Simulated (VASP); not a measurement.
# LiGe2B2 (P-3m1) in VASP: single point with PBE

Aim: the single point of LiGe2B2 with PBE.

Everything below comes from runs of VASP 6.6.1. Logs are shortened: lines on timing, memory, paths and dates and some standing lists are left out, and cuts for length are marked.

## 1. The cell of the first run

It takes space group P-3m1 (No. 164, trigonal). The conventional cell has a = 3.057 Å, b = 3.057 Å, c = 8.017 Å, α = 90.00°, β = 90.00°, γ = 120.00°. Within 3.5 Å of Li (site symmetry -3m) lie 6 Ge at 2.62 Å and 6 B at 2.67 Å and 6 Li at 3.06 Å. Within 2.3 Å of B (site symmetry 3m) lie 3 Ge at 1.77 Å. Ge (site symmetry 3m) has 3 B at 1.77 Å within 2.3 Å.

## 2. Single point, PBE (C replaced by Ge, lengths x 1.118, strained)

The input, INCAR:

```
  ALGO = Normal
  EDIFF = 1E-6
  ENCUT = 520
  GGA = PE
  ISIF = 2
  ISMEAR = 0
  LASPH = True
  LCHARG = False
  LREAL = False
  LWAVE = False
  NBANDS = 26
  NELM = 80
  PREC = Accurate
  SIGMA = 0.1
```

The input, KPOINTS:

```
k-points
0
Gamma
  6 6 2
```

The input, POSCAR:

```
LiGe2B2
1.0
    3.0573438927      0.0000000000      0.0000000000
   -1.5286719463      2.6477374792      0.0000000000
    0.0000000000      0.0000000000      8.0166436372
Li B Ge
1 2 2
Direct
    0.0000000000      0.0000000000      0.5000000000
    0.3333333300      0.6666666700      0.7498130000
    0.6666666700      0.3333333300      0.2501870000
    0.3333333300      0.6666666700      0.2582190000
    0.6666666700      0.3333333300      0.7417810000
```

Potentials or basis: VASP PAW PBE potentials, release 64 (Li_sv, B, Ge_d).

Command:

```bash
$ cat potpaw_PBE.64/Li_sv/POTCAR potpaw_PBE.64/B/POTCAR potpaw_PBE.64/Ge_d/POTCAR > POTCAR
$ mpirun -np 1 vasp_std > vasp.out
```

OUTCAR:

```text
EDIFF = 1E-6
   ENCUT = 520
   GGA = PE
   ISIF = 2
   ISMEAR = 0
   LASPH = True
   LREAL = False
   NELM = 80
   PREC = Accurate

 ion  position               nearest neighbor table
   1  0.000  0.000  0.500-   4 2.62   5 2.62   4 2.62   5 2.62   5 2.62   4 2.62
   2  0.333  0.667  0.750-   5 1.77   5 1.77   5 1.77
   3  0.667  0.333  0.250-   4 1.77   4 1.77   4 1.77
   4  0.333  0.667  0.258-   3 1.77   3 1.77   3 1.77   1 2.62   1 2.62   1 2.62
   5  0.667  0.333  0.742-   2 1.77   2 1.77   2 1.77   1 2.62   1 2.62   1 2.62

  LATTYP: Found a hexagonal cell.
 ALAT       =     3.0573438927
 C/A-ratio  =     2.6220941832

  Lattice vectors:

 A1 = (   3.0573438927,   0.0000000000,   0.0000000000)
 A2 = (  -1.5286719463,   2.6477374792,   0.0000000000)
 A3 = (   0.0000000000,   0.0000000000,   8.0166436372)

Analysis of symmetry for initial positions (statically):
=====================================================================
 Subroutine PRICEL returns:
 Original cell was already a primitive cell.

 Routine SETGRP: Setting up the symmetry group for a
 hexagonal supercell.

 Subroutine GETGRP returns: Found 12 space group operations
 (whereof 12 operations were pure point group operations)
 out of a pool of 24 trial point group operations.

The static configuration has the point symmetry D_3d.

Analysis of symmetry for dynamics (positions and initial velocities):
=====================================================================
 Subroutine PRICEL returns:
 Original cell was already a primitive cell.

 Routine SETGRP: Setting up the symmetry group for a
 hexagonal supercell.

 Subroutine GETGRP returns: Found 12 space group operations
 (whereof 12 operations were pure point group operations)
 out of a pool of 24 trial point group operations.

The dynamic configuration has the point symmetry D_3d.

 Subroutine INISYM returns: Found 12 space group operations
 (whereof 12 operations are pure point group operations),
 and found     1 'primitive' translations

----------------------------------------------------------------------------------------

                                     Primitive cell

  volume of cell :      64.8951

  direct lattice vectors                    reciprocal lattice vectors
     3.057343893  0.000000000  0.000000000     0.327081295  0.188840474  0.000000000
    -1.528671946  2.647737479  0.000000000     0.000000000  0.377680948  0.000000000
     0.000000000  0.000000000  8.016643637     0.000000000  0.000000000  0.124740483

  length of vectors
     3.057343893  3.057343893  8.016643637     0.377680948  0.377680948  0.124740483

  position of ions in fractional coordinates (direct lattice)
     0.000000000  0.000000000  0.500000000
     0.333333330  0.666666670  0.749813000
     0.666666670  0.333333330  0.250187000
     0.333333330  0.666666670  0.258219000
     0.666666670  0.333333330  0.741781000

  ion indices of the primitive-cell ions
   primitive index   ion index
                 1           1
                 2           2
                 3           3
                 4           4
                 5           5

----------------------------------------------------------------------------------------

 KPOINTS: k-points

Automatic generation of k-mesh.
 Grid dimensions read from file:
 generate k-points for:    6    6    2

 Generating k-lattice:

  Cartesian coordinates                     Fractional coordinates (reciprocal lattice)
     0.054513549  0.031473412  0.000000000     0.166666667  0.000000000  0.000000000
     0.000000000  0.062946825  0.000000000     0.000000000  0.166666667  0.000000000
     0.000000000  0.000000000  0.062370242     0.000000000  0.000000000  0.500000000

  Length of vectors
     0.062946825  0.062946825  0.062370242

  Shift w.r.t. Gamma in fractional coordinates (k-lattice)
     0.000000000  0.000000000  0.000000000

 Subroutine IBZKPT returns following result:
 ===========================================

 Found     14 irreducible k-points:

 Following reciprocal coordinates:
            Coordinates               Weight
  0.000000  0.000000  0.000000      1.000000
  0.166667  0.000000  0.000000      6.000000
  0.333333  0.000000  0.000000      6.000000
  0.500000 -0.000000  0.000000      3.000000
  0.166667  0.166667  0.000000      6.000000
  0.333333  0.166667  0.000000     12.000000
  0.333333  0.333333  0.000000      2.000000
  0.000000  0.000000  0.500000      1.000000
  0.166667  0.000000  0.500000      6.000000
  0.333333  0.000000  0.500000      6.000000
  0.500000 -0.000000  0.500000      3.000000
  0.166667  0.166667  0.500000      6.000000
  0.333333  0.166667  0.500000     12.000000
  0.333333  0.333333  0.500000      2.000000
   k-points           NKPTS =     14   k-points in BZ     NKDIM =     14   number of bands    NBANDS=     26
   number of dos      NEDOS =    301   number of ions     NIONS =      5
   total plane-waves  NPLWV =  34560
   dimension x,y,z NGX =    24 NGY =   24 NGZ =   60
   dimension x,y,z NGXF=    48 NGYF=   48 NGZF=  120
   ions per type =               1   2   2
   NGX,Y,Z   is equivalent  to a cutoff of  13.05, 13.05, 12.44 a.u.
   NGXF,Y,Z  is equivalent  to a cutoff of  26.10, 26.10, 24.89 a.u.
 SYSTEM =  unknown system
   PREC   = accura    normal or accurate (medium, high low for compatibility)
   ISTART =      0    job   : 0-new  1-cont  2-samecut
   ICHARG =      2    charge: 1-file 2-atom 10-const
   ISPIN  =      1    spin polarized calculation?
   LNONCOLLINEAR =      F non collinear calculations
   LSORBIT =      F    spin-orbit coupling
   LASPH  =      T    aspherical Exc in radial PAW
   ENCUT  =  520.0 eV  38.22 Ry    6.18 a.u.   5.68  5.68 14.91*2*pi/ulx,y,z
   NELM   =     80;   NELMIN=  2; NELMDL= -5     # of ELM steps
   EDIFF  = 0.1E-05   stopping-criterion for ELM
   LREAL  =      F    real-space projection
   EDIFFG = 0.1E-04   stopping-criterion for IOM
   NSW    =      0    number of steps for IOM
   IBRION =     -1    ionic relax: 0-MD 1-quasi-New 2-CG
   NFREE  =      0    steps in history (QN), initial steepest desc. (CG)
   ISIF   =      2    stress and relaxation
   ISYM   =      2    0-nonsym 1-usesym 2-fastsym
   POTIM  = 0.5000    time-step for ionic-motion
   TEBEG  =    0.0;   TEEND  =   0.0 temperature during run
   PSTRESS=    0.0 pullay stress
   NELECT =      37.0000    total number of electrons
   NUPDOWN=      -1.0000    fix difference up-down
   EMIN   =  10.00;   EMAX   =-10.00  energy-range for DOS
   EFERMI =   0.00;   METHOD = LEGACY
   ISMEAR =     0;   SIGMA  =   0.10  broadening in eV -4-tet -1-fermi 0-gaus
   EFERMI_NEDOS =   21; number of points for ismear=-14 and -15
   IALGO  =     38    algorithm
   IMIX   =      4    mixing-type and parameters
     AMIX     =   0.40;   BMIX     =  1.00
     AMIX_MAG =   1.60;   BMIX_MAG =  1.00
  volume/ion in A,a.u.               =      12.98        87.59
  Fermi-wavevector in a.u.,A,eV,Ry     =   1.357495  2.565293 25.072705  1.842792
  Thomas-Fermi vector in A             =   2.484408
   LORBIT       =      0    0 simple, 1 ext, 2 COOP (PROOUT), +10 PAW based schemes
   GGA     = PE    functional components
   LHFCALC =     F    Hartree Fock is set to
   AEXX    =    0.0000 exact exchange contribution
   IVDW    =     0    specifies the selected vdW correction
   LEPSILON=     F    determine dielectric tensor
   LRPA    =     F    only Hartree local field effects (RPA)
 non-spin polarized calculation
 Gauss-broadening in eV      SIGMA  =   0.10
  energy-cutoff  :      520.00
  volume of cell :       64.90
 maximum number of plane-waves:      1770
 NGX is ok and might be reduce to    24
   NGX = 11   NGY = 11   NGZ = 29

 number of electron      36.9999976 magnetization

 Free energy of the ion-electron system (eV)
  ---------------------------------------------------
  ext. energy  EPLUGINS =         0.00000000
  ---------------------------------------------------
  free energy    TOTEN  =       -18.58724780 eV

  energy without entropy =      -18.56347014  energy(sigma->0) =      -18.57535897

 E-fermi :   4.7841     XC(G=0): -10.1941

 val. band max:        4.7552832475   @ k =   0.1667   0.0000   0.5000
 cond. band min:       4.8133913436   @ k =   0.3333   0.3333   0.5000
 fundamental gap:      0.0581080961
 Fermi energy:         4.7841404956

 k-point     1 :       0.0000    0.0000    0.0000
  band No.  band energies     occupation
      1     -41.5149      2.00000
      2     -19.1063      2.00000
      3     -19.1052      2.00000
      4     -19.0474      2.00000
      5     -19.0474      2.00000
      6     -19.0473      2.00000
[... 18 lines left out ...]
     25      13.1770      0.00000
     26      13.5094      0.00000

 k-point     2 :       0.1667    0.0000    0.0000
  band No.  band energies     occupation
      1     -41.5115      2.00000
      2     -19.0930      2.00000
      3     -19.0919      2.00000
      4     -19.0370      2.00000
      5     -19.0367      2.00000
      6     -19.0128      2.00000
[... 18 lines left out ...]
     25      14.1348      0.00000
     26      15.0886      0.00000

 k-point     3 :       0.3333    0.0000    0.0000
  band No.  band energies     occupation
      1     -41.5046      2.00000
      2     -19.0857      2.00000
      3     -19.0850      2.00000
      4     -18.9986      2.00000
      5     -18.9975      2.00000
      6     -18.9630      2.00000
[... 282 lines left out ...]
 k-point    13 :       0.3333    0.1667    0.5000
  band No.  band energies     occupation
      1     -41.5012      2.00000
      2     -19.0591      2.00000
      3     -19.0589      2.00000
      4     -18.9889      2.00000
      5     -18.9886      2.00000
      6     -18.9693      2.00000
[... 18 lines left out ...]
     25      13.0266      0.00000
     26      13.1235      0.00000

 k-point    14 :       0.3333    0.3333    0.5000
  band No.  band energies     occupation
      1     -41.4994      2.00000
      2     -19.0294      2.00000
      3     -19.0294      2.00000
      4     -18.9774      2.00000
      5     -18.9774      2.00000
      6     -18.9625      2.00000
[... 18 lines left out ...]
     25      13.0597      0.00000
     26      14.8371      0.00000

------------------------ aborting loop because EDIFF is reached ----------------------------------------

  FORCE on cell =-STRESS in cart. coord.  units (eV):
  Direction    XX          YY          ZZ          XY          YZ          ZX
  --------------------------------------------------------------------------------------
  -------------------------------------------------------------------------------------
  Total       32.8580591     32.8580591      0.6791077      0.0000000     -0.0000000      0.0000000
  in kB      811.2238234    811.2238234     16.7663087      0.0000000     -0.0000000      0.0000000
  external PRESSURE =     546.4046519 kB  Pullay stress =       0.0000000 kB

 VOLUME and BASIS-vectors are now :
 -----------------------------------------------------------------------------
  energy-cutoff  :      520.00
  volume of cell :       64.90
      direct lattice vectors                 reciprocal lattice vectors
     3.057343893  0.000000000  0.000000000     0.327081295  0.188840474  0.000000000
    -1.528671946  2.647737479  0.000000000     0.000000000  0.377680948  0.000000000
     0.000000000  0.000000000  8.016643637     0.000000000  0.000000000  0.124740483

 POSITION                                       TOTAL-FORCE (eV/Angst)
 -----------------------------------------------------------------------------------
      0.00000      0.00000      4.00832         0.000000      0.000000      0.000000
     -0.00000      1.76516      6.01098        -0.000000      0.000000     -0.470948
      1.52867      0.88258      2.00566         0.000000     -0.000000      0.470948
     -0.00000      1.76516      2.07005        -0.000000      0.000000     -0.893683
      1.52867      0.88258      5.94659        -0.000000     -0.000000      0.893683
 -----------------------------------------------------------------------------------
    total drift:                                0.000000      0.000000      0.000000

  FREE ENERGIE OF THE ION-ELECTRON SYSTEM (eV)
  ---------------------------------------------------
  free  energy   TOTEN  =       -18.5872478002 eV

  energy  without entropy=      -18.5634701389  energy(sigma->0) =      -18.57535897
```

Run time: 20 s. Hardware: 1 thread of Intel Xeon Platinum 8259CL at 2.50GHz (Skylake/Cascade Lake), shared host; peak memory 0.18 GiB.

Results:

```
Free energy            : -18.5872 eV
Largest force          : 0.894 eV/Å
Band gap on the k mesh : zero (an odd number of electrons rules out a gap without spin polarisation)
```

Forces in eV/Å, atoms in the order of the input:
```
Li   0.000  0.000  0.000
B    0.000  0.000 -0.471
B    0.000  0.000  0.471
Ge   0.000  0.000 -0.894
Ge   0.000  0.000  0.894
```

Caveat: the k points lie up to 0.40 Å⁻¹ apart, too coarse for converged energies and pressures of a metal; the cell differs from its parent crystal (C replaced by Ge, lengths x 1.118, strained); the cutoff is under 1.25 times the usual one of these potentials, so pressure, stress and relaxed cells hold a basis-set (Pulay) error.
